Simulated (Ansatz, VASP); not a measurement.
# Sb in VASP and in Ansatz

```
Sb
1.0
     3.07577    0.00000    0.00000
     0.00000    3.07577    0.00000
     0.00000    0.00000    3.07577
Sb
1
Cartesian
  0.0000 0.0000 0.0000
```

Change from the starting cell: volume scaled by 0.97, PAW files.

Alike in both runs: task electric field gradients; functional PBE; k mesh 13 × 13 × 13; occupations fermi-dirac, width 0.05 eV; no spin polarisation.

|  | VASP | Ansatz |
| --- | --- | --- |
| version | VASP 6.6.1 | Ansatz 0.2.0 |
| potentials or method | VASP PAW PBE potentials, release 64 (Sb) | PAW with Ansatz's default frozen-core files, scalar-relativistic |
| plane-wave cutoff (eV) | 520 | 420 |
| valence electrons in the cell | 5 | 15 |

```tsv
	VASP	Ansatz	Ansatz less VASP
pressure (GPa)	1.8	1.8	0.00
```

With one functional, cell and mesh, what is left measures potentials, basis and numerics. VASP's potentials hold 5 valence electrons a cell and Ansatz's 15, so a difference there can come from the potentials and not from the codes.

Neither program's run includes spin-orbit coupling.
